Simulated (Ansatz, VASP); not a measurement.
# Al2Ru in VASP and in Ansatz

```xyz
6
Lattice="5.3146 0.0000 0.0000 0.0000 5.3146 0.0000 0.0000 0.0000 5.3146" Properties=species:S:1:pos:R:3 pbc="T T T"
Al    1.3287    1.3287    3.9860
Al    3.9860    1.3287    1.3287
Al    1.3287    3.9860    1.3287
Al    3.9860    3.9860    3.9860
Ru    2.6573    2.6573    2.6573
Ru    0.0000    0.0000    0.0000
```

Alike in both runs: task single point; functional r2SCAN; dispersion rVV10; k mesh 6 × 6 × 6; occupations fermi-dirac, width 0.03 eV; no spin polarisation.

```csv
,VASP,Ansatz
version,VASP 6.6.1,Ansatz 0.2.0
potentials or method,"VASP PAW PBE potentials, release 64 (Al, Ru_pv)","plane waves, PAW"
plane-wave cutoff (eV),520,500
valence electrons in the cell,40,44
```

```csv
,VASP,Ansatz,Ansatz less VASP
pressure (GPa),0.0,-0.1,-0.06
```

VASP's potentials were made for PBE, not for r2SCAN. VASP's potentials hold 40 valence electrons a cell and Ansatz's 44, so a difference there can come from the potentials and not from the codes.
